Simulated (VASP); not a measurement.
# Cd16Se15 (a cell with a defect) in VASP: single point with PBE

Aim: the single point of Cd16Se15 (a cell with a defect) with PBE.

Everything below comes from runs of VASP 6.6.1. Logs are shortened: lines on timing, memory, paths and dates and some standing lists are left out, and cuts for length are marked.

## 1. The cell of the first run

The cell holds a defect, 31 atoms: a = 8.600 Å, b = 8.600 Å, c = 14.040 Å, α = 90.00°, β = 90.00°, γ = 120.00°.

## 2. Single point, PBE (atoms taken out, then relaxed in part)

INCAR reads:

```
PREC = Accurate
ENCUT = 520
EDIFF = 1E-7
ISMEAR = -1
SIGMA = 0.01
LREAL = Auto
LASPH = True
NELM = 80
ALGO = Normal
ISIF = 2
LWAVE = False
LCHARG = False
GGA = PE
NBANDS = 162
NELECT = 280.0
KPAR = 4
```

KPOINTS reads:

```
Automatic mesh
0
Gamma
  3 3 2
```

POSCAR reads:

```
Cd16Se15
1.0
    8.6000000000      0.0000000000      0.0000000000
   -4.3000000000      7.4478184726      0.0000000000
    0.0000000000      0.0000000000     14.0400000000
Cd Se
16 15
Direct
    0.1666666667      0.3333333333     -0.0369971216
    0.1666666667      0.3333333333      0.5080863777
    0.1561512198      0.8280756099     -0.0031453780
    0.1729104774      0.8364552387      0.5054680451
    0.6719243901      0.3438487802     -0.0031453780
    0.6635447613      0.3270895226      0.5054680451
    0.6719243901      0.8280756099     -0.0031453780
    0.6635447613      0.8364552387      0.5054680451
    0.3606583697      0.1393416303      0.2591747129
    0.3343353709      0.1656646291      0.7534427586
    0.3606583697      0.7213167395      0.2591747129
    0.3343353709      0.6686707418      0.7534427586
    0.7786832605      0.1393416303      0.2591747129
    0.8313292582      0.1656646291      0.7534427586
    0.8333333333      0.6666666667      0.2725220835
    0.8333333333      0.6666666667      0.7406137560
    0.1666666667      0.3333333333      0.6941908895
    0.1509765700      0.8254882850      0.1860881711
    0.1708819183      0.8354409592      0.6912122540
    0.6745117150      0.3490234300      0.1860881711
    0.6645590408      0.3291180817      0.6912122540
    0.6745117150      0.8254882850      0.1860881711
    0.6645590408      0.8354409592      0.6912122540
    0.3313336841      0.1686663159      0.4390588203
    0.3368617974      0.1631382026      0.9436449690
    0.3313336841      0.6626673682      0.4390588203
    0.3368617974      0.6737235949      0.9436449690
    0.8373326318      0.1686663159      0.4390588203
    0.8262764051      0.1631382026      0.9436449690
    0.8333333333      0.6666666667      0.4538475895
    0.8333333333      0.6666666667      0.9304033667
```

Potentials or basis: VASP PAW PBE potentials, release 64 (Cd, Se).

Started as:

```
$ cat potpaw_PBE.64/Cd/POTCAR potpaw_PBE.64/Se/POTCAR > POTCAR
$ mpirun -np 4 vasp_std > vasp.out
```

OUTCAR:

```text
PREC = Accurate
   ENCUT = 520
   EDIFF = 1E-7
   ISMEAR = -1
   LREAL = Auto
   LASPH = True
   NELM = 80
   ISIF = 2
   GGA = PE
   NELECT = 280.0

 ion  position               nearest neighbor table
   1  0.167  0.333  0.963-  25 2.55  29 2.55  27 2.55
   2  0.167  0.333  0.508-  17 2.61  24 2.64  28 2.64  26 2.64
   3  0.156  0.828  0.997-  31 2.58  27 2.61  25 2.61  18 2.66
   4  0.173  0.836  0.505-  19 2.61  30 2.63  26 2.64  24 2.64
   5  0.672  0.344  0.997-  31 2.58  29 2.61  25 2.61  20 2.66
   6  0.664  0.327  0.505-  21 2.61  30 2.63  28 2.64  24 2.64
   7  0.672  0.828  0.997-  31 2.58  27 2.61  29 2.61  22 2.66
   8  0.664  0.836  0.505-  23 2.61  30 2.63  26 2.64  28 2.64
   9  0.361  0.139  0.259-  24 2.56  20 2.59  18 2.59  13 3.60  11 3.60
  10  0.334  0.166  0.753-  21 2.61  19 2.61  17 2.63  25 2.67
  11  0.361  0.721  0.259-  26 2.56  18 2.59  22 2.59  13 3.60   9 3.60
  12  0.334  0.669  0.753-  23 2.61  19 2.61  17 2.63  27 2.67
  13  0.779  0.139  0.259-  28 2.56  20 2.59  22 2.59   9 3.60  11 3.60
  14  0.831  0.166  0.753-  23 2.61  21 2.61  17 2.63  29 2.67
  15  0.833  0.667  0.273-  30 2.55  22 2.66  18 2.66  20 2.66
  16  0.833  0.667  0.741-  23 2.61  19 2.61  21 2.61  31 2.66
  17  0.167  0.333  0.694-   2 2.61  10 2.63  14 2.63  12 2.63
  18  0.151  0.825  0.186-  11 2.59   9 2.59   3 2.66  15 2.66
  19  0.171  0.835  0.691-   4 2.61  16 2.61  10 2.61  12 2.61
[... 10 lines left out ...]
  30  0.833  0.667  0.454-  15 2.55   8 2.63   4 2.63   6 2.63
  31  0.833  0.667  0.930-   7 2.58   3 2.58   5 2.58  16 2.66

  LATTYP: Found a hexagonal cell.
 ALAT       =     8.6000000000
 C/A-ratio  =     1.6325581395

  Lattice vectors:

 A1 = (   8.6000000000,   0.0000000000,   0.0000000000)
 A2 = (  -4.3000000000,   7.4478184726,   0.0000000000)
 A3 = (   0.0000000000,   0.0000000000,  14.0400000000)

Analysis of symmetry for initial positions (statically):
=====================================================================
 Subroutine PRICEL returns:
 Original cell was already a primitive cell.

 Routine SETGRP: Setting up the symmetry group for a
 hexagonal supercell.

 Subroutine GETGRP returns: Found  6 space group operations
 (whereof  2 operations were pure point group operations)
 out of a pool of 24 trial point group operations.

The static configuration has the point symmetry C_1h.
 The point group associated with its full space group is C_3v.

Analysis of symmetry for dynamics (positions and initial velocities):
=====================================================================
 Subroutine PRICEL returns:
 Original cell was already a primitive cell.

 Routine SETGRP: Setting up the symmetry group for a
 hexagonal supercell.

 Subroutine GETGRP returns: Found  6 space group operations
 (whereof  2 operations were pure point group operations)
 out of a pool of 24 trial point group operations.

The dynamic configuration has the point symmetry C_1h.
 The point group associated with its full space group is C_3v.

 Subroutine INISYM returns: Found  6 space group operations
 (whereof  2 operations are pure point group operations),
 and found     1 'primitive' translations

----------------------------------------------------------------------------------------

                                     Primitive cell

  volume of cell :     899.2794

  direct lattice vectors                    reciprocal lattice vectors
     8.600000000  0.000000000  0.000000000     0.116279070  0.067133752  0.000000000
    -4.300000000  7.447818473  0.000000000     0.000000000  0.134267504  0.000000000
     0.000000000  0.000000000 14.040000000     0.000000000  0.000000000  0.071225071

  length of vectors
     8.600000000  8.600000000 14.040000000     0.134267504  0.134267504  0.071225071

  position of ions in fractional coordinates (direct lattice)
     0.166666667  0.333333333  0.963002878
     0.166666667  0.333333333  0.508086378
     0.156151220  0.828075610  0.996854622
     0.172910477  0.836455239  0.505468045
     0.671924390  0.343848780  0.996854622
     0.663544761  0.327089523  0.505468045
[... 23 lines left out ...]
     0.833333333  0.666666667  0.453847590
     0.833333333  0.666666667  0.930403367

  ion indices of the primitive-cell ions
   primitive index   ion index
                 1           1
                 2           2
                 3           3
                 4           4
                 5           5
                 6           6
[... 23 lines left out ...]
                30          30
                31          31

----------------------------------------------------------------------------------------

 KPOINTS: Automatic mesh

Automatic generation of k-mesh.
 Grid dimensions read from file:
 generate k-points for:    3    3    2

 Generating k-lattice:

  Cartesian coordinates                     Fractional coordinates (reciprocal lattice)
     0.038759690  0.022377917  0.000000000     0.333333333  0.000000000  0.000000000
     0.000000000  0.044755835  0.000000000     0.000000000  0.333333333  0.000000000
     0.000000000  0.000000000  0.035612536     0.000000000  0.000000000  0.500000000

  Length of vectors
     0.044755835  0.044755835  0.035612536

  Shift w.r.t. Gamma in fractional coordinates (k-lattice)
     0.000000000  0.000000000  0.000000000

 Subroutine IBZKPT returns following result:
 ===========================================

 Found      6 irreducible k-points:

 Following reciprocal coordinates:
            Coordinates               Weight
  0.000000  0.000000  0.000000      1.000000
  0.333333 -0.000000  0.000000      6.000000
  0.333333  0.333333  0.000000      2.000000
  0.000000  0.000000  0.500000      1.000000
  0.333333 -0.000000  0.500000      6.000000
  0.333333  0.333333  0.500000      2.000000
   k-points           NKPTS =      6   k-points in BZ     NKDIM =      6   number of bands    NBANDS=    162
   number of dos      NEDOS =    301   number of ions     NIONS =     31
   total plane-waves  NPLWV = 442368
   dimension x,y,z NGX =    64 NGY =   64 NGZ =  108
   dimension x,y,z NGXF=   128 NGYF=  128 NGZF=  216
   ions per type =              16  15
   NGX,Y,Z   is equivalent  to a cutoff of  12.37, 12.37, 12.79 a.u.
   NGXF,Y,Z  is equivalent  to a cutoff of  24.74, 24.74, 25.58 a.u.
 SYSTEM =  unknown system
   PREC   = accura    normal or accurate (medium, high low for compatibility)
   ISTART =      0    job   : 0-new  1-cont  2-samecut
   ICHARG =      2    charge: 1-file 2-atom 10-const
   ISPIN  =      1    spin polarized calculation?
   LNONCOLLINEAR =      F non collinear calculations
   LSORBIT =      F    spin-orbit coupling
   LASPH  =      T    aspherical Exc in radial PAW
   ENCUT  =  520.0 eV  38.22 Ry    6.18 a.u.  15.99 15.99 26.11*2*pi/ulx,y,z
   NELM   =     80;   NELMIN=  2; NELMDL= -5     # of ELM steps
   EDIFF  = 0.1E-06   stopping-criterion for ELM
   LREAL  =      T    real-space projection
   EDIFFG = 0.1E-05   stopping-criterion for IOM
   NSW    =      0    number of steps for IOM
   IBRION =     -1    ionic relax: 0-MD 1-quasi-New 2-CG
   NFREE  =      0    steps in history (QN), initial steepest desc. (CG)
   ISIF   =      2    stress and relaxation
   ISYM   =      2    0-nonsym 1-usesym 2-fastsym
   POTIM  = 0.5000    time-step for ionic-motion
   TEBEG  =    0.0;   TEEND  =   0.0 temperature during run
   PSTRESS=    0.0 pullay stress
   NELECT =     280.0000    total number of electrons
   NUPDOWN=      -1.0000    fix difference up-down
   EMIN   =  10.00;   EMAX   =-10.00  energy-range for DOS
   EFERMI =   0.00;   METHOD = LEGACY
   ISMEAR =    -1;   SIGMA  =   0.01  broadening in eV -4-tet -1-fermi 0-gaus
   EFERMI_NEDOS =   21; number of points for ismear=-14 and -15
   IALGO  =     38    algorithm
   IMIX   =      4    mixing-type and parameters
     AMIX     =   0.40;   BMIX     =  1.00
     AMIX_MAG =   1.60;   BMIX_MAG =  1.00
  volume/ion in A,a.u.               =      29.01       195.76
  Fermi-wavevector in a.u.,A,eV,Ry     =   1.109590  2.096822 16.751364  1.231190
  Thomas-Fermi vector in A             =   2.246132
   LORBIT       =      0    0 simple, 1 ext, 2 COOP (PROOUT), +10 PAW based schemes
   GGA     = PE    functional components
   LHFCALC =     F    Hartree Fock is set to
   AEXX    =    0.0000 exact exchange contribution
   IVDW    =     0    specifies the selected vdW correction
   LEPSILON=     F    determine dielectric tensor
   LRPA    =     F    only Hartree local field effects (RPA)
 non-spin polarized calculation
  energy-cutoff  :      520.00
  volume of cell :      899.28
 maximum number of plane-waves:     24264
 NGX is ok and might be reduce to    64
   NGX = 31   NGY = 31   NGZ = 53

 number of electron     280.0000027 magnetization

 Free energy of the ion-electron system (eV)
  ---------------------------------------------------
  ext. energy  EPLUGINS =         0.00000000
  ---------------------------------------------------
  free energy    TOTEN  =       -84.36039891 eV

  energy without entropy =      -84.36039891  energy(sigma->0) =      -84.36039891

 E-fermi :   1.0598     XC(G=0):  -8.6238

 val. band max:        0.8264380981   @ k =   0.0000   0.0000   0.0000
 cond. band min:       1.2672048810   @ k =   0.0000   0.0000   0.0000
 fundamental gap:      0.4407667829
 Fermi energy:         1.0598244780

 k-point     1 :       0.0000    0.0000    0.0000
  band No.  band energies     occupation
      1     -12.0118      2.00000
      2     -11.7530      2.00000
      3     -11.7530      2.00000
      4     -11.7371      2.00000
      5     -11.7067      2.00000
      6     -11.4875      2.00000
[... 144 lines left out ...]
    151       3.8758      0.00000
    152       4.0600      0.00000

 k-point     2 :       0.3333   -0.0000    0.0000
  band No.  band energies     occupation
      1     -11.9547      2.00000
      2     -11.8095      2.00000
      3     -11.7539      2.00000
      4     -11.6743      2.00000
      5     -11.6503      2.00000
      6     -11.5391      2.00000
[... 764 lines left out ...]
    151       4.6992      0.00000
    152       4.8509      0.00000
 [bands above 152 left out]

------------------------ aborting loop because EDIFF is reached ----------------------------------------

  FORCE on cell =-STRESS in cart. coord.  units (eV):
  Direction    XX          YY          ZZ          XY          YZ          ZX
  --------------------------------------------------------------------------------------
  -------------------------------------------------------------------------------------
  Total        9.1588241      9.1588241      7.3981822     -0.0000000      0.0000000      0.0000000
  in kB       16.3175765     16.3175765     13.1807756     -0.0000000      0.0000000      0.0000000
  external PRESSURE =      15.2719762 kB  Pullay stress =       0.0000000 kB

 VOLUME and BASIS-vectors are now :
 -----------------------------------------------------------------------------
  energy-cutoff  :      520.00
  volume of cell :      899.28
      direct lattice vectors                 reciprocal lattice vectors
     8.600000000  0.000000000  0.000000000     0.116279070  0.067133752  0.000000000
    -4.300000000  7.447818473  0.000000000     0.000000000  0.134267504  0.000000000
     0.000000000  0.000000000 14.040000000     0.000000000  0.000000000  0.071225071

 POSITION                                       TOTAL-FORCE (eV/Angst)
 -----------------------------------------------------------------------------------
      0.00000      2.48261     13.52056         0.000000     -0.000000      0.002304
      0.00000      2.48261      7.13353         0.000000     -0.000000      0.002583
     -2.21782      6.16736     13.99584         0.002282      0.001318      0.006511
     -2.10973      6.22977      7.09677         0.003206      0.001851     -0.005382
      4.30000      2.56092     13.99584         0.000000     -0.002635      0.006511
      4.30000      2.43610      7.09677         0.000000     -0.003702     -0.005382
[... 23 lines left out ...]
      4.30000      4.96521      6.37202         0.000000     -0.000000      0.007571
      4.30000      4.96521     13.06286         0.000000     -0.000000     -0.021378
 -----------------------------------------------------------------------------------
    total drift:                                0.000000     -0.000000      0.005691

  FREE ENERGIE OF THE ION-ELECTRON SYSTEM (eV)
  ---------------------------------------------------
  free  energy   TOTEN  =       -84.3603989145 eV

  energy  without entropy=      -84.3603989145  energy(sigma->0) =      -84.36039891
```

Wall time 20 min (4 MPI ranks of Oxide Virtual Turin-like, shared host); peak memory 1.2 GiB.

Results:

```yaml
Free_energy: -84.3604 eV
Largest_force: 0.028 eV/Å
```

Forces in eV/Å, atoms in the order of the input:
```
Cd   0.000  0.000  0.002
Cd   0.000  0.000  0.003
Cd   0.002  0.001  0.007
Cd   0.003  0.002 -0.005
Cd   0.000 -0.003  0.007
Cd   0.000 -0.004 -0.005
Cd  -0.002  0.001  0.007
Cd  -0.003  0.002 -0.005
Cd  -0.016  0.009 -0.017
Cd  -0.003  0.002  0.017
Cd   0.000 -0.018 -0.017
Cd   0.000 -0.003  0.017
Cd   0.016  0.009 -0.017
Cd   0.003  0.002  0.017
Cd   0.000  0.000 -0.008
Cd   0.000  0.000  0.003
Se   0.000  0.000 -0.002
Se  -0.022 -0.012 -0.014
Se   0.000  0.000  0.007
Se   0.000  0.025 -0.014
Se   0.000  0.000  0.007
Se   0.022 -0.012 -0.014
Se   0.000  0.000  0.007
Se  -0.019  0.011  0.014
Se   0.011 -0.006 -0.003
Se   0.000 -0.022  0.014
Se   0.000  0.013 -0.003
Se   0.019  0.011  0.014
Se  -0.011 -0.006 -0.003
Se   0.000  0.000  0.008
Se   0.000  0.000 -0.021
```

Caveat: the cell carries a net charge on a neutralising background, which shifts energy and pressure; the cell differs from its parent crystal (atoms taken out, then relaxed in part); the cell is charged against a uniform background, so pressure and absolute levels hang on convention.
